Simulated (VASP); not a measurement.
Crystal: ZnO (wurtzite type).

```xyz
4
Lattice="3.2793 0.0000 0.0000 -1.6396 2.8399 0.0000 0.0000 0.0000 5.2939" Properties=species:S:1:pos:R:3 pbc="T T T"
Zn    0.0000    1.8933   -0.0080
Zn    1.6396    0.9466    2.6389
O     0.0000    1.8933    1.9985
O     1.6396    0.9466    4.6455
```

Base run:

| Quantity | Value |
| --- | --- |
| Program | VASP 6.6.1 |
| Functional | PBEsol |
| Potentials or basis | VASP PAW PBE potentials, release 64 (Zn, O) |
| Cutoff | 520 eV |
| k mesh | 12 × 12 × 7 |
| Occupations | fermi-dirac, width 0.08 eV |
| Spin | no spin polarisation |

Its results: band gap on the k mesh 0.63 eV; pressure -5.1 GPa.

Question: The run is repeated on the same cell with these changes: functional from PBEsol to PBE. What comes out?

Answer: Band gap on the k mesh 0.73 eV; pressure 0.9 GPa.

PBE binds less tightly than PBEsol, so the same cell stands under more pressure.

Caveats: the cell stands under tension (at least some runs); the PAW data sets were made with another functional, which shifts forces and pressure a little (at least some runs).

